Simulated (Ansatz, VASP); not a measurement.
# Ir3O: VASP beside Ansatz

INCAR

```
  PREC = Accurate
  ENCUT = 520
  EDIFF = 1E-7
  ISMEAR = 0
  SIGMA = 0.1
  LREAL = False
  LASPH = True
  NELM = 150
  ALGO = Normal
  ISIF = 2
  LWAVE = False
  LCHARG = False
  ISPIN = 2
  MAGMOM = 1 1 1 0
  LORBIT = 11
  LMAXMIX = 4
  GGA = PE
  NBANDS = 28
```

KPOINTS

```
regular mesh
0
Gamma
  6 6 4
```

Contents of POSCAR:

```
Ir3O
1.0
    2.6782734400      0.0000000000      0.0000000000
   -1.3391367200      2.3194528400      0.0000000000
    0.0000000000      0.0000000000      6.7386237700
Ir O
3 1
Direct
    0.3333333300      0.6666666700      0.5000000000
    0.0000000000      0.0000000000      0.8033263700
    0.0000000000      0.0000000000      0.1966736300
    0.3333333300      0.6666666700      0.0000000000
```

Input for Ansatz:

```yaml
crystal:
  lattice:
    - [2.67827344, 0.0, 0.0]
    - [-1.33913672, 2.31945284, 0.0]
    - [0.0, 0.0, 6.73862377]
  atoms:
    - { symbol: Ir, position: [0.33333333, 0.66666667, 0.5], spin: 1.0 }
    - { symbol: Ir, position: [0.0, 0.0, 0.80332637], spin: 1.0 }
    - { symbol: Ir, position: [0.0, 0.0, 0.19667363], spin: 1.0 }
    - { symbol: O, position: [0.33333333, 0.66666667, 0.0] }
basis:
  ecutwfc: 420
kpoints:
  mp_grid: { grid: [6, 6, 4] }
hamiltonian:
  xc: pbe
scf:
  occupations: { method: gaussian, width: 0.1 }
  lower_state_search: "off"
output:
  forces: true
  stress: true
  eigenvalues: true
  populations: true
magnetization:
  spin_polarized: true
```

Change from the starting cell: species swapped into the Tc3N type (P-6m2, No. 187).

Alike in both runs: task single point; functional PBE; k mesh 6 × 6 × 4; occupations gaussian, width 0.1 eV; collinear spin.

|  | VASP | Ansatz |
| --- | --- | --- |
| version | VASP 6.6.1 | Ansatz 0.2.0 |
| potentials or method | VASP PAW PBE potentials, release 64 (Ir, O), cutoff 520 eV | scalar-relativistic, plane waves, PAW |
| valence electrons in the cell | 33 | 57 |

```csv
,VASP,Ansatz,Ansatz less VASP
gap on the k mesh at the Fermi level (eV),none,none,-
rms of the force components (eV/Å),2.446,2.372,-0.0738
net moment per atom (μB),0.00,0.00,0.000
```

Atom by atom the forces differ by 0.074 eV/Å (rms over components). A gap of «none» marks a metal or a gap that the smearing closes. VASP's potentials hold 33 valence electrons a cell and Ansatz's 57, so a difference there can come from the potentials and not from the codes. Ansatz's warnings: seeded moment not kept.

The k mesh is coarse, so the values compare programs but aren't converged. Spin-orbit coupling is off throughout.
